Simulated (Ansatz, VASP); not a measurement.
## Two plane-wave programs on Ge

The input POSCAR:

```
Ge
1.0
    0.0000000000      2.8843929095      2.8843929095
    2.8843929095      0.0000000000      2.8843929095
    2.8843929095      2.8843929095      0.0000000000
Ge
2
Direct
    0.7500000000      0.7500000000      0.7500000000
    0.5000000000      0.5000000000      0.5000000000
```

File INCAR.step1:

```
PREC = Accurate
ENCUT = 520
ISMEAR = -1
SIGMA = 0.05
LREAL = False
LASPH = True
NELM = 80
NBANDS = 21
GGA = PE
ALGO = Normal
EDIFF = 1E-4
LWAVE = True
LCHARG = False
```

File INCAR.step2:

```
PREC = Accurate
ENCUT = 520
EDIFF = 1E-6
ISMEAR = -1
SIGMA = 0.05
LREAL = False
LASPH = True
NELM = 80
ALGO = Normal
ISIF = 2
LWAVE = False
LCHARG = False
METAGGA = R2SCAN
LMIXTAU = True
NBANDS = 21
ISTART = 1
```

Contents of KPOINTS:

```
Automatic mesh
0
Gamma
  8 8 8
```

input.yaml

```yaml
crystal:
  lattice:
    - [0.0, 2.8843929095, 2.8843929095]
    - [2.8843929095, 0.0, 2.8843929095]
    - [2.8843929095, 2.8843929095, 0.0]
  atoms:
    - { symbol: Ge, position: [0.75, 0.75, 0.75] }
    - { symbol: Ge, position: [0.5, 0.5, 0.5] }
hamiltonian:
  xc: r2scan
  pseudopotentials: { kind: paw }
kpoints:
  mp_grid: { grid: [8, 8, 8] }
scf:
  occupations: { method: fermi_dirac, width: 0.05 }
output:
  forces: true
  stress: true
  eigenvalues: true
  write_density: true
  write_potential: true
  elf: true
  volumetric_format: npy
```

Alike in both runs: task single point; functional r2SCAN; k mesh 8 × 8 × 8; occupations fermi-dirac, width 0.05 eV; no spin polarisation.

```csv
,VASP,Ansatz
version,VASP 6.6.1,Ansatz 0.2.0
potentials or method,"VASP PAW PBE potentials, release 64 (Ge_d)",Ansatz PAW
plane-wave cutoff (eV),520,500
valence electrons in the cell,28,28
```

Ansatz gave:

- gap on the k mesh at the Fermi level (eV): none
- pressure (GPa): -3.1

Q: Estimate VASP's values.

A: gap on the k mesh at the Fermi level (eV): none; pressure (GPa): -3.0.

VASP's potentials were made for PBE, not for r2SCAN. A gap of «none» marks a metal or a gap that the smearing closes. With one functional, cell and mesh, what is left measures potentials, basis and numerics.
